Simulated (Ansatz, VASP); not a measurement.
**One calculation of TaAl3Cd, two programs**

```
Ta Al Cd
1.0
     4.77278    0.00000    0.00000
     0.00000    4.77278    0.00000
     0.00000    0.00000    4.77278
Ta Al Cd
1 3 1
Direct
  0.00000 0.00000 0.00000
  0.00000 0.50000 0.50000
  0.50000 0.00000 0.50000
  0.50000 0.50000 0.00000
  0.50000 0.50000 0.50000
```

Alike in both runs: functional r2SCAN; k mesh 8 × 8 × 8; occupations gaussian, width 0.1 eV; no spin polarisation.

Ansatz relaxed the structure, and its values are those at the end. VASP's run is a single point on that final structure, the one shown.

```csv
,VASP,Ansatz
version,VASP 6.6.1,Ansatz 0.2.0
potentials or method,"VASP PAW PBE potentials, release 64 (Ta_pv, Al, Cd), cutoff 520 eV","scalar-relativistic, plane waves, PAW"
valence electrons in the cell,32,42
```

Ansatz gave:

```
gap on the k mesh at the Fermi level (eV) : none
pressure (GPa)                            : 0.0
```

**Question.** What did VASP give for the same quantities?

**Answer.** gap on the k mesh at the Fermi level (eV): none; pressure (GPa): 0.1.

VASP's potentials were made for PBE, not for r2SCAN. A gap of «none» marks a metal or a gap that the smearing closes. The functional is the same, so the differences come from potentials, cutoffs and numerics. VASP's potentials hold 32 valence electrons a cell and Ansatz's 42, so a difference there can come from the potentials and not from the codes.

Neither program's run includes spin-orbit coupling.
